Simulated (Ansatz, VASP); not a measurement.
LiCl: VASP beside Ansatz

```xyz
2
Lattice="0.0000 2.5006 2.6930 2.5006 0.0000 2.6930 2.5006 2.5006 0.0000" Properties=species:S:1:pos:R:3 pbc="T T T"
Li    0.0000    0.0000    0.0000
Cl    2.5006    2.5006    2.6930
```

Change from the starting cell: strain -0.025 along x and y, +0.050 along z, atoms carried along.

Alike in both runs: task single point; functional LDA; k mesh 8 × 8 × 8; occupations gaussian, width 0.05 eV; no spin polarisation.

|  | VASP | Ansatz |
| --- | --- | --- |
| version | VASP 6.6.1 | Ansatz 0.2.0 |
| potentials or method | VASP PAW LDA potentials, release 64 (Li_sv, Cl), cutoff 520 eV | scalar-relativistic, plane waves, PAW |
| valence electrons in the cell | 10 | 10 |

|  | VASP | Ansatz | Ansatz less VASP |
| --- | --- | --- | --- |
| gap on the k mesh at the Fermi level (eV) | 5.91 | 5.89 | -0.018 |
| least direct gap on the mesh (eV) | 5.91 | 5.89 | -0.018 |

LDA's correlation is that of Perdew and Zunger in VASP and of Perdew and Wang (1992) in Ansatz.

Noted on VASP's run: the cutoff is short for stress, so the pressure is rough.
